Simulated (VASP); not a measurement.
# SrCl2 (R-3m) in VASP: G0W0 quasiparticle levels with r2SCAN

Aim: the G0W0 quasiparticle levels of SrCl2 with r2SCAN.

Everything below comes from runs of VASP 6.6.1. Logs are shortened: lines on timing, memory, paths and dates and some standing lists are left out, and cuts for length are marked.

### 1 The cell of the first run

The typed cell holds 3 atoms: a = 4.916 Å, b = 4.916 Å, c = 4.916 Å, α = 59.96°, β = 59.96°, γ = 59.96°.

### 2 G0W0 quasiparticle levels, r2SCAN

File POSCAR:

```
SrCl2
1.0
    2.4567214785      1.4183888069      4.0153159510
   -2.4567214785      1.4183888069      4.0153159510
    0.0000000000     -2.8367776139      4.0153159510
Sr Cl
1 2
Direct
    0.0000000000      0.0000000000      0.0000000000
    0.2499511382      0.2499511382      0.2499511382
    0.7500488618      0.7500488618      0.7500488618
```

File INCAR.step1:

```
PREC = Accurate ; ENCUT = 500
EDIFF = 1E-8 ; ISMEAR = 0
SIGMA = 0.01 ; LREAL = F
LASPH = T ; NELM = 100
ALGO = Normal ; LWAVE = T
LCHARG = F ; METAGGA = R2SCAN
LMIXTAU = T
```

File INCAR.step2:

```
PREC = Accurate ; ENCUT = 500
EDIFF = 1E-8 ; ISMEAR = 0
SIGMA = 0.01 ; LREAL = F
LASPH = T ; NELM = 1
ALGO = Exact ; LWAVE = T
LCHARG = F ; METAGGA = R2SCAN
LMIXTAU = T ; NBANDS = 327
LOPTICS = T ; ISTART = 1
```

File INCAR.step3:

```
PREC = Accurate ; ENCUT = 500
EDIFF = 1E-8 ; ISMEAR = 0
SIGMA = 0.01 ; LREAL = F
LASPH = T ; ALGO = EVGW0
LWAVE = F ; LCHARG = F
METAGGA = R2SCAN ; LMIXTAU = T
NELMGW = 1 ; NBANDS = 327
ENCUTGW = 140.0 ; NOMEGA = 96
PRECFOCK = Fast ; ISTART = 1
NBANDSGW = 20 ; OMEGAMAX = 20
```

File KPOINTS:

```
Automatic mesh
0
Gamma
  4 4 4
```

Potentials or basis: VASP PAW PBE potentials, release 64 (Sr_sv_GW, Cl_GW).

Command:

```
$ cat potpaw_PBE.64/Sr_sv_GW/POTCAR potpaw_PBE.64/Cl_GW/POTCAR > POTCAR
$ cp INCAR.step1 INCAR
$ mpirun -np 1 vasp_std > vasp.out
$ cp INCAR.step2 INCAR
$ mpirun -np 1 vasp_std > vasp.out
$ cp INCAR.step3 INCAR
$ mpirun -np 1 vasp_std > vasp.out
```

OUTCAR:

```text
PREC = Accurate
   ENCUT = 500
   EDIFF = 1E-8
   ISMEAR = 0
   LREAL = F
   LASPH = T
   METAGGA = R2SCAN
   NELMGW = 1
   ENCUTGW = 140.0
   PRECFOCK = Fast
   ISTART = 1

 ion  position               nearest neighbor table
   1  0.000  0.000  0.000-
   2  0.250  0.250  0.250-
   3  0.750  0.750  0.750-

  LATTYP: Found a trigonal (rhomboedric) cell.
 ALAT       =     4.9163064812
 COS(alpha) =     0.5005822847

  Lattice vectors:

 A1 = (   2.4567214785,   1.4183888069,   4.0153159510)
 A2 = (  -2.4567214785,   1.4183888069,   4.0153159510)
 A3 = (   0.0000000000,  -2.8367776139,   4.0153159510)

Analysis of symmetry for initial positions (statically):
=====================================================================
 Subroutine PRICEL returns:
 Original cell was already a primitive cell.

 Routine SETGRP: Setting up the symmetry group for a
 trigonal (rhombohedral) supercell.

 Subroutine GETGRP returns: Found 12 space group operations
 (whereof 12 operations were pure point group operations)
 out of a pool of 12 trial point group operations.

The static configuration has the point symmetry D_3d.

Analysis of symmetry for dynamics (positions and initial velocities):
=====================================================================
 Subroutine PRICEL returns:
 Original cell was already a primitive cell.

 Routine SETGRP: Setting up the symmetry group for a
 trigonal (rhombohedral) supercell.

 Subroutine GETGRP returns: Found 12 space group operations
 (whereof 12 operations were pure point group operations)
 out of a pool of 12 trial point group operations.

The dynamic configuration has the point symmetry D_3d.

 Subroutine INISYM returns: Found 12 space group operations
 (whereof 12 operations are pure point group operations),
 and found     1 'primitive' translations

----------------------------------------------------------------------------------------

                                     Primitive cell

  volume of cell :      83.9503

  direct lattice vectors                    reciprocal lattice vectors
     2.456721478  1.418388807  4.015315951     0.203523275  0.117504217  0.083015468
    -2.456721478  1.418388807  4.015315951    -0.203523275  0.117504217  0.083015468
     0.000000000 -2.836777614  4.015315951     0.000000000 -0.235008435  0.083015468

  length of vectors
     4.916306481  4.916306481  4.916306481     0.249239909  0.249239909  0.249239909

  position of ions in fractional coordinates (direct lattice)
     0.000000000  0.000000000  0.000000000
     0.249951138  0.249951138  0.249951138
     0.750048862  0.750048862  0.750048862

  ion indices of the primitive-cell ions
   primitive index   ion index
                 1           1
                 2           2
                 3           3

----------------------------------------------------------------------------------------

 KPOINTS: Automatic mesh

Automatic generation of k-mesh.
 Grid dimensions read from file:
 generate k-points for:    4    4    4

 Generating k-lattice:

  Cartesian coordinates                     Fractional coordinates (reciprocal lattice)
     0.050880819  0.029376054  0.020753867     0.250000000  0.000000000  0.000000000
    -0.050880819  0.029376054  0.020753867     0.000000000  0.250000000  0.000000000
     0.000000000 -0.058752109  0.020753867    -0.000000000 -0.000000000  0.250000000

  Length of vectors
     0.062309977  0.062309977  0.062309977

  Shift w.r.t. Gamma in fractional coordinates (k-lattice)
     0.000000000  0.000000000  0.000000000

 Subroutine IBZKPT returns following result:
 ===========================================

 Found     13 irreducible k-points:

 Following reciprocal coordinates:
            Coordinates               Weight
  0.000000  0.000000  0.000000      1.000000
  0.250000  0.000000 -0.000000      6.000000
  0.500000  0.000000 -0.000000      3.000000
  0.250000  0.250000  0.000000      6.000000
  0.500000  0.250000 -0.000000     12.000000
 -0.250000  0.250000  0.000000      6.000000
  0.500000  0.500000  0.000000      3.000000
  0.250000  0.250000  0.250000      2.000000
  0.500000  0.250000  0.250000      6.000000
 -0.250000  0.250000  0.250000      6.000000
  0.500000  0.500000  0.250000      6.000000
 -0.250000  0.500000  0.250000      6.000000
  0.500000  0.500000  0.500000      1.000000
   k-points           NKPTS =     13   k-points in BZ     NKDIM =     64   number of bands    NBANDS=    327
   number of dos      NEDOS =    301   number of ions     NIONS =      3
   total plane-waves  NPLWV =  46656
   dimension x,y,z NGX =    36 NGY =   36 NGZ =   36
   dimension x,y,z NGXF=    72 NGYF=   72 NGZF=   72
   ions per type =               1   2
   NGX,Y,Z   is equivalent  to a cutoff of  12.17, 12.17, 12.17 a.u.
   NGXF,Y,Z  is equivalent  to a cutoff of  24.35, 24.35, 24.35 a.u.
 SYSTEM =  unknown system
   PREC   = accura    normal or accurate (medium, high low for compatibility)
   ISTART =      1    job   : 0-new  1-cont  2-samecut
   ICHARG =      0    charge: 1-file 2-atom 10-const
   ISPIN  =      1    spin polarized calculation?
   LNONCOLLINEAR =      F non collinear calculations
   LSORBIT =      F    spin-orbit coupling
   LASPH  =      T    aspherical Exc in radial PAW
   ENCUT  =  500.0 eV  36.75 Ry    6.06 a.u.   8.96  8.96  8.96*2*pi/ulx,y,z
   NELM   =     60;   NELMIN=  2; NELMDL=  0     # of ELM steps
   EDIFF  = 0.1E-07   stopping-criterion for ELM
   LREAL  =      F    real-space projection
   EDIFFG = 0.1E-06   stopping-criterion for IOM
   NSW    =      0    number of steps for IOM
   IBRION =     -1    ionic relax: 0-MD 1-quasi-New 2-CG
   NFREE  =      0    steps in history (QN), initial steepest desc. (CG)
   ISIF   =      0    stress and relaxation
   ISYM   =      3    0-nonsym 1-usesym 2-fastsym
   POTIM  = 0.5000    time-step for ionic-motion
   TEBEG  =    0.0;   TEEND  =   0.0 temperature during run
   PSTRESS=    0.0 pullay stress
   NELECT =      24.0000    total number of electrons
   NUPDOWN=      -1.0000    fix difference up-down
   EMIN   =  10.00;   EMAX   =-10.00  energy-range for DOS
   EFERMI =   0.00;   METHOD = LEGACY
   ISMEAR =     0;   SIGMA  =   0.01  broadening in eV -4-tet -1-fermi 0-gaus
   EFERMI_NEDOS =   21; number of points for ismear=-14 and -15
   IALGO  =     38    algorithm
   IMIX   =      4    mixing-type and parameters
     AMIX     =   0.40;   BMIX     =  1.00
     AMIX_MAG =   1.60;   BMIX_MAG =  1.00
  volume/ion in A,a.u.               =      27.98       188.84
  Fermi-wavevector in a.u.,A,eV,Ry     =   1.078461  2.037996 15.824644  1.163079
  Thomas-Fermi vector in A             =   2.214400
   LORBIT       =      0    0 simple, 1 ext, 2 COOP (PROOUT), +10 PAW based schemes
   METAGGA = R2SCAN    functional components
   LHFCALC =     T    Hartree Fock is set to
   PRECFOCK=fast      Normal, Fast or Accurate (Low or Medium for compatibility)
   ENCUT4O =  -1.0   cutoff for four orbital integrals eV
   NKREDX  =     1    reduce k-point grid by
   NKREDY  =     1    reduce k-point grid by
   NKREDZ  =     1    reduce k-point grid by
   AEXX    =    1.0000 exact exchange contribution
   HFSCREEN=    0.0000 screening length (either q_TF or 0.3 A-1)
   HFSCREENC=   0.0000 screening length for correlation (either q_TF or 0.3 A-1)
   ENCUTFOCK=  -1.0 apply spherical cutoff to Coloumb kernel
   IVDW    =     0    specifies the selected vdW correction
   LEPSILON=     F    determine dielectric tensor
   LRPA    =     F    only Hartree local field effects (RPA)
   LRPAFORCE           =     F    calculate RPA forces
   ENCUTGW             = 140.0    cutoff for response function in eV
   ENCUTGWSOFT         = 112.0    soft cutoff for Coulomb kernel in GW response function in eV
   ENCUTLF             =  -1.0    cutoff for local field effects
   NELMGW              =     1    number of iterations in solving QP/BSE equation
   NELMHF              =     1    number of iterations in the inner HF iteration
   NKREDLFX            =     1    NKREDLFY  =   1   NKREDLFZ  =   1
 non-spin polarized calculation
 Gauss-broadening in eV      SIGMA  =   0.01
  energy-cutoff  :      500.00
  volume of cell :       83.95
 maximum number of plane-waves:      2148
  NGX = 20; NGY = 20; NGZ = 20
   NGX = 17   NGY = 17   NGZ = 17
 maximum number of plane-waves:       332

 QP shifts <psi_nk| G(iteration)W_0 |psi_nk>: iteration 1
 for sc-GW calculations column KS-energies equals QP-energies in previous step
 and V_xc(KS)=  KS-energies - (<T + V_ion + V_H > + <T+V_H+V_ion>^1  + <V_x>^1)

 k-point   1 :       0.0000    0.0000    0.0000
  band No.  KS-energies  QP-energies   sigma(KS)   V_xc(KS)     V^pw_x(r,r')   Z            occupation Imag(sigma)

      1     -33.5157     -34.4689     -20.2373     -18.7389     -28.9452       0.6362       2.0000       0.4391
      2     -14.8797     -17.1013     -19.9577     -17.2222     -23.0483       0.8121       2.0000       0.0967
      3     -14.8797     -17.1013     -19.9577     -17.2222     -23.0483       0.8121       2.0000       0.0967
      4     -14.8797     -17.1013     -19.9577     -17.2222     -23.0483       0.8121       2.0000       0.0967
      5     -13.6263     -14.2530     -16.8382     -15.9139     -24.2354       0.6780       2.0000       1.0659
      6     -12.7286     -13.3693     -17.5547     -16.6143     -24.6691       0.6813       2.0000       0.8950
[... 12 lines left out ...]
     19      10.4764      12.0299     -10.8711     -12.7880      -6.7826       0.8104       0.0000      -0.0635
     20      10.4764      12.0299     -10.8711     -12.7880      -6.7826       0.8104       0.0000      -0.0635

 k-point   2 :       0.2500    0.0000   -0.0000
  band No.  KS-energies  QP-energies   sigma(KS)   V_xc(KS)     V^pw_x(r,r')   Z            occupation Imag(sigma)

      1     -33.5139     -34.4656     -20.2340     -18.7412     -28.9461       0.6375       2.0000       0.4379
      2     -15.0906     -17.0447     -19.3824     -16.8791     -23.1342       0.7806       2.0000       0.2412
      3     -14.8873     -17.1125     -19.9491     -17.2109     -23.0461       0.8127       2.0000       0.1009
      4     -14.8873     -17.1125     -19.9491     -17.2109     -23.0461       0.8127       2.0000       0.1009
      5     -13.3043     -14.0605     -17.3889     -16.3031     -24.2533       0.6965       2.0000       0.9299
      6     -12.8255     -13.5025     -17.5633     -16.5787     -24.5775       0.6875       2.0000       0.8952
[... 12 lines left out ...]
     19      10.6887      11.7999      -9.1637     -10.5146      -5.2594       0.8226       0.0000      -0.0609
     20      11.3012      12.3591      -8.5866      -9.8580      -4.7818       0.8321       0.0000      -0.0580

 k-point   3 :       0.5000    0.0000   -0.0000
  band No.  KS-energies  QP-energies   sigma(KS)   V_xc(KS)     V^pw_x(r,r')   Z            occupation Imag(sigma)

      1     -33.5120     -34.4639     -20.2306     -18.7434     -28.9470       0.6400       2.0000       0.4367
      2     -15.2344     -17.0906     -19.1537     -16.7274     -23.1520       0.7650       2.0000       0.2904
      3     -14.8947     -17.1208     -19.9411     -17.1998     -23.0440       0.8120       2.0000       0.1053
      4     -14.8947     -17.1208     -19.9411     -17.1998     -23.0440       0.8120       2.0000       0.1053
      5     -13.2066     -13.8231     -17.1559     -16.2300     -24.4264       0.6658       2.0000       0.9691
      6     -12.7517     -13.6060     -18.0372     -16.8433     -24.4207       0.7155       2.0000       0.8021
[... 12 lines left out ...]
     19      10.0235      10.7582      -8.6230      -9.4978      -4.8788       0.8398       0.0000      -0.0519
     20      12.6805      13.5707      -8.2888      -9.3698      -4.3793       0.8235       0.0000      -0.0645
[... 193 lines left out ...]
 k-point  12 :      -0.2500    0.5000    0.2500
  band No.  KS-energies  QP-energies   sigma(KS)   V_xc(KS)     V^pw_x(r,r')   Z            occupation Imag(sigma)

      1     -33.5109     -34.4631     -20.2283     -18.7449     -28.9476       0.6420       2.0000       0.4355
      2     -15.1308     -17.0723     -19.3532     -16.8550     -23.1354       0.7772       2.0000       0.2451
      3     -15.1308     -17.0723     -19.3532     -16.8550     -23.1354       0.7772       2.0000       0.2451
      4     -14.9159     -17.1461     -19.9127     -17.1649     -23.0323       0.8116       2.0000       0.1169
      5     -12.8877     -13.6787     -17.8151     -16.6838     -24.4149       0.6992       2.0000       0.8379
      6     -12.8877     -13.6787     -17.8151     -16.6838     -24.4149       0.6992       2.0000       0.8379
[... 12 lines left out ...]
     19      11.4434      12.4770      -7.3865      -8.6283      -3.5756       0.8324       0.0000      -0.0673
     20      12.0780      13.0368      -8.5173      -9.6795      -4.5969       0.8250       0.0000      -0.0633

 k-point  13 :       0.5000    0.5000    0.5000
  band No.  KS-energies  QP-energies   sigma(KS)   V_xc(KS)     V^pw_x(r,r')   Z            occupation Imag(sigma)

      1     -33.5121     -34.4634     -20.2306     -18.7434     -28.9470       0.6397       2.0000       0.4367
      2     -15.2342     -17.0905     -19.1537     -16.7274     -23.1517       0.7651       2.0000       0.2904
      3     -14.8946     -17.1212     -19.9413     -17.2000     -23.0442       0.8123       2.0000       0.1053
      4     -14.8946     -17.1212     -19.9413     -17.2000     -23.0442       0.8123       2.0000       0.1053
      5     -13.2058     -13.8224     -17.1565     -16.2303     -24.4265       0.6657       2.0000       0.9689
      6     -12.7529     -13.6061     -18.0367     -16.8428     -24.4203       0.7146       2.0000       0.8021
[... 12 lines left out ...]
     19      10.0190      10.7526      -8.6202      -9.4935      -4.8768       0.8400       0.0000      -0.0519
     20      12.6816      13.5794      -8.2781      -9.3678      -4.3780       0.8240       0.0000      -0.0640
```

Wall time 31 min (1 thread of Intel Xeon Platinum 8488C (Sapphire Rapids), shared host); peak memory 1.5 GiB.

Results:

```yaml
Quasiparticle_gap: 7.87 eV
Least_direct_quasiparticle_gap: 8.26 eV
Band_gap_of_the_starting_levels_on_the_mesh: 5.99 eV
Least_direct_gap_of_the_starting_levels_on_the_mesh: 5.99 eV
```

Caveat: the k points lie up to 0.39 Å⁻¹ apart; bands, screening cutoff and mesh are small and nothing is extrapolated, so the quasiparticle values aren't converged.
